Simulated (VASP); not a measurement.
## LaAg2Ge2: single point with LDA

The system is LaAg2Ge2.

```
CELL_PARAMETERS angstrom
-2.14271 2.14271 5.34249
2.14271 -2.14271 5.34249
2.14271 2.14271 -5.34249
ATOMIC_POSITIONS crystal
La 0.00000 0.00000 0.00000
Ag 0.75000 0.25000 0.50000
Ag 0.25000 0.75000 0.50000
Ge 0.38642 0.38642 0.00000
Ge 0.61358 0.61358 0.00000
```

```
Program                : VASP 6.6.1
Task                   : single point
Functional             : LDA
Potentials or basis    : VASP PAW LDA potentials, release 64 (La, Ag, Ge_d)
Cutoff                 : 520 eV
k mesh                 : 12 × 12 × 12
Occupations            : gaussian, width 0.1 eV
Spin                   : no spin polarisation
Dipole correction      : no
Further INCAR settings : ALGO = Normal; EDIFF = 1e-06; NBANDS = 38
```

The pressure is 0.1 GPa. The largest force is 0.019 eV/Å. The band gap on the k mesh is zero (an odd number of electrons rules out a gap without spin polarisation).

Forces in eV/Å, atoms in the order of the input:
```
La   0.000  0.000  0.000
Ag   0.000  0.000  0.000
Ag   0.000  0.000  0.000
Ge   0.000  0.000  0.019
Ge   0.000  0.000 -0.019
```

Levels at points of the mesh, in eV from the Fermi level:
```
           k point  band 29  band 30  band 31  band 32  band 33  band 34
(0.00, 0.00, 0.00)    -1.57    -0.67     0.31     0.31     1.49     1.91
(0.50, 0.00, 0.00)    -1.42     0.06     0.40     1.03     1.71     1.93
(0.50, 0.50, 0.00)    -2.40    -2.07    -1.80     1.36     1.63     1.80
(0.50, 0.50, 0.50)    -0.78    -0.31     0.93     1.59     1.72     1.72
```

Wall time 18 min on 1 thread of Intel(R) Xeon(R) Platinum 8488C (Sapphire Rapids) (shared host), peak memory 0.74 GiB.

Caveat: spin-orbit coupling is left out, which moves the levels of the heavy elements.
